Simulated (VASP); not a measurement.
Wanted: the native input for a VASP 6.6.1 run.

```yaml
Task: single point
Functional: LDA
Potentials_or_basis: VASP PAW LDA potentials, release 64 (Ce)
Cutoff: 500 eV
k_mesh: 4 × 4 × 4
Occupations: methfessel-paxton, width 0.3 eV
Spin: collinear spin, ferromagnetic start
Starting_moments: "[1.3] μB"
Dipole_correction: no
Further_INCAR_settings: ALGO = Normal; EDIFF = 1e-06; NBANDS = 16
```

The structure of Ce lies in POSCAR:

```
Ce
1.0
   -1.9432985500      1.9432985500      1.9432985500
    1.9432985500     -1.9432985500      1.9432985500
    1.9432985500      1.9432985500     -1.9432985500
Ce
1
Direct
    0.0000000000      0.0000000000      0.0000000000
```

The input as run:

INCAR

```
SYSTEM = Ce
PREC     = Accurate       ! precision mode
ENCUT    = 500            ! plane-wave cutoff, eV
EDIFF    = 1E-6           ! SCF threshold, eV
ISMEAR   = 1              ! smearing method
SIGMA    = 0.3            ! smearing width, eV
LREAL    = .False.        ! projectors in reciprocal space
LASPH    = .True.         ! aspherical terms in the spheres
NELM     = 200            ! most SCF steps
ALGO     = Normal         ! electronic algorithm
ISIF     = 2              ! what is computed and relaxed
LWAVE    = .False.        ! write WAVECAR
LCHARG   = .False.        ! write CHGCAR
ISPIN    = 2              ! spin polarisation
MAGMOM   = 1.3            ! initial moments
LORBIT   = 11             ! projections on sites
LMAXMIX  = 6              ! l up to which the mixer works
NBANDS   = 16             ! bands
GGA_COMPAT= .False.
```

KPOINTS

```
Automatic mesh
0
Gamma
  4 4 4
  0 0 0
```

Potentials or basis: VASP PAW LDA potentials, release 64 (Ce).

Launch:

```bash
$ cat potpaw_LDA.64/Ce/POTCAR > POTCAR
$ mpirun -np 1 vasp_std > vasp.out
```

It gave:

```json
{"Pressure": "-8.3 GPa", "Band gap on the k mesh": "zero (filled and empty bands overlap)", "Net moment": "0.00 μB per cell", "Valence electrons inside the program's atomic spheres": "Ce 9.82"}
```

Caveat: the k points lie up to 0.57 Å⁻¹ apart; the magnetic or orbital state may not be the lowest; spin-orbit coupling is left out, which moves the levels of the heavy elements.

It took 35 s on 1 thread of Intel Xeon 8259CL (shared host), peak memory 0.16 GiB.
